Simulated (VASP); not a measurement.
Crystal: RbTaAs2.

```
CELL_PARAMETERS angstrom
4.79964 0.00000 0.00000
-2.39982 4.15661 0.00000
0.00000 0.00000 6.35169
ATOMIC_POSITIONS crystal
Rb 0.00000 0.00000 0.00000
Ta 0.00000 0.00000 0.50000
As 0.33333 0.66667 0.00000
As 0.66667 0.33333 0.00000
```

The cell was built from a structure type or drawn by symmetry, and may not be a known phase.

- Program: VASP 6.6.1
- Task: relaxation of cell and atoms
- Functional: PBE
- Potentials or basis: VASP PAW PBE potentials, release 64 (Rb_sv, Ta_pv, As)
- Cutoff: 600 eV
- k mesh: 6 × 6 × 4
- Occupations: gaussian, width 0.1 eV
- Spin: no spin polarisation

At the start: pressure 7.0 GPa; volume 31.68 Å³/atom.

Problem. How do energy, volume and symmetry change on relaxing?

Solution. Over 12 steps the energy falls by 184.4 meV/atom and the volume is 35.60 Å³/atom (+12.4 %); space group P6/mmm (No. 191, to 0.1 Å) before and after.

Step by step:
```
step  energy change (eV)  largest force (eV/Å)  pressure (GPa)  volume (Å³)
   1              0.0000                0.0000            7.00       126.72
   2             -0.7208                0.0000           -0.26       153.35
   3             -0.7214                0.0000           -0.08       152.24
   4             -0.7213                0.0000           -0.17       152.77
   5             -0.7225                0.0000           -0.17       152.21
   6             -0.7260                0.0000           -0.17       150.53
   7             -0.7333                0.0000           -0.18       147.16
   8             -0.7329                0.0000           -0.07       140.41
   9             -0.7369                0.0000           -0.16       144.40
  10             -0.7371                0.0000           -0.15       143.47
  11             -0.7344                0.0000            0.39       139.85
  12             -0.7377                0.0000            0.00       142.40
```

Final structure:
```xyz
4
Lattice="5.2651 0.0000 0.0000 -2.6325 4.5597 0.0000 0.0000 0.0000 5.9314" Properties=species:S:1:pos:R:3 pbc="T T T"
Rb    0.0000    0.0000    0.0000
Ta    0.0000    0.0000    2.9657
As    0.0000    3.0398    0.0000
As    2.6325    1.5199    5.9314
```
